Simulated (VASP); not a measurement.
Wanted: the native input for a VASP 6.6.1 run.

| Property | Result |
| --- | --- |
| Task | single point |
| Functional | r2SCAN |
| Potentials or basis | VASP PAW PBE potentials, release 64 (O, I) |
| Cutoff | 520 eV |
| k mesh | 6 × 6 × 6 |
| Occupations | fermi-dirac, width 0.1 eV |
| Spin | no spin polarisation |
| Dipole correction | no |
| Further INCAR settings | ALGO = Normal; EDIFF = 1e-06; NBANDS = 25 |

The system is I4O.

```xyz
5
Lattice="5.9988 0.0000 0.0000 0.0000 5.9988 0.0000 0.0000 0.0000 5.9988" Properties=species:S:1:pos:R:3 pbc="T T T"
O     0.0000    0.0000    0.0000
I     1.4997    1.4997    1.4997
I     4.4991    4.4991    1.4997
I     1.4997    4.4991    4.4991
I     4.4991    1.4997    4.4991
```

These files were run (other wordings do the same):

POSCAR

```
I4O
1.0
    5.9988390000      0.0000000000      0.0000000000
    0.0000000000      5.9988390000      0.0000000000
    0.0000000000      0.0000000000      5.9988390000
O I
1 4
Direct
    0.0000000000      0.0000000000      0.0000000000
    0.2500000000      0.2500000000      0.2500000000
    0.7500000000      0.7500000000      0.2500000000
    0.2500000000      0.7500000000      0.7500000000
    0.7500000000      0.2500000000      0.7500000000
```

INCAR.step1

```
SYSTEM = I4O
ALGO = Normal
EDIFF = 1E-4
ENCUT = 520
GGA = PE
ISMEAR = -1
LASPH = .True.
LCHARG = .False.
LREAL = .False.
LWAVE = .True.
NBANDS = 25
NELM = 80
PREC = Accurate
SIGMA = 0.1
```

INCAR.step2

```
SYSTEM = I4O
ALGO = Normal
EDIFF = 1E-6
ENCUT = 520
ISIF = 2
ISMEAR = -1
ISTART = 1
LASPH = .True.
LCHARG = .False.
LMIXTAU = .True.
LREAL = .False.
LWAVE = .False.
METAGGA = R2SCAN
NBANDS = 25
NELM = 80
PREC = Accurate
SIGMA = 0.1
```

KPOINTS

```
k-points
0
Gamma
  6 6 6
  0 0 0
```

Potentials or basis: VASP PAW PBE potentials, release 64 (O, I).

Launch:

```console
$ cat potpaw_PBE.64/O/POTCAR potpaw_PBE.64/I/POTCAR > POTCAR
$ cp INCAR.step1 INCAR
$ mpirun -np 1 vasp_std > vasp.out
$ cp INCAR.step2 INCAR
$ mpirun -np 1 vasp_std > vasp.out
```

It gave:

* Pressure: -4.6 GPa
* Band gap on the k mesh: zero (bands 17 and 18 overlap by 0.27 eV)

Caveat: the cell stands under tension; the PAW data sets were made with another functional, which shifts forces and pressure a little; spin-orbit coupling is left out, which moves the levels of the heavy elements.

Wall time 11 min on 1 thread of Oxide Virtual Turin-like Processor, on a shared host, peak memory 0.37 GiB.
